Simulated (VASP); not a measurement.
Here is a VASP 6.6.1 calculation.

The input INCAR:

```
PREC     = Accurate       # precision mode
ENCUT    = 520            # plane-wave cutoff, eV
EDIFF    = 1E-6           # SCF threshold, eV
ISMEAR   = -1             # smearing method
SIGMA    = 0.05           # smearing width, eV
LREAL    = F              # projectors in reciprocal space
LASPH    = T              # aspherical terms in the spheres
NELM     = 150            # most SCF steps
ALGO     = Normal         # electronic algorithm
ISIF     = 2              # what is computed and relaxed
LWAVE    = F              # write WAVECAR
LCHARG   = F              # write CHGCAR
ISPIN    = 2              # spin polarisation
MAGMOM   = 2 0            # initial moments
LORBIT   = 11             # projections on sites
LMAXMIX  = 4              # l up to which the mixer works
GGA      = PS             # functional
IVDW     = 13             # dispersion correction
NBANDS   = 18             # bands
```

File KPOINTS:

```
Automatic mesh
0
Gamma
  11 11 11
```

File POSCAR:

```
CoO
1.0
    0.0000000000      2.1026924146      2.1026924146
    2.1026924146      0.0000000000      2.1026924146
    2.1026924146      2.1026924146      0.0000000000
Co O
1 1
Direct
    0.0000000000      0.0000000000      0.0000000000
    0.5000000000      0.5000000000      0.5000000000
```

Potentials or basis: VASP PAW PBE potentials, release 64 (Co, O).

Run with:

```console
$ cat potpaw_PBE.64/Co/POTCAR potpaw_PBE.64/O/POTCAR > POTCAR
$ mpirun -np 1 vasp_std > vasp.out
```

Task: What does it give for the site moments?

Result: Co +2.49; O +0.29 μB.

Task: What does it give for the pressure?

Result: -7.2 GPa.

Task: What does it give for the dispersion energy per atom?

Result: -0.162 eV.

Caveat: the PAW data sets were made with another functional, which shifts forces and pressure a little; a cell with one magnetic atom can't hold antiferromagnetic order, which such compounds often take; pairwise dispersion overbinds metals, which lowers pressure and volume.
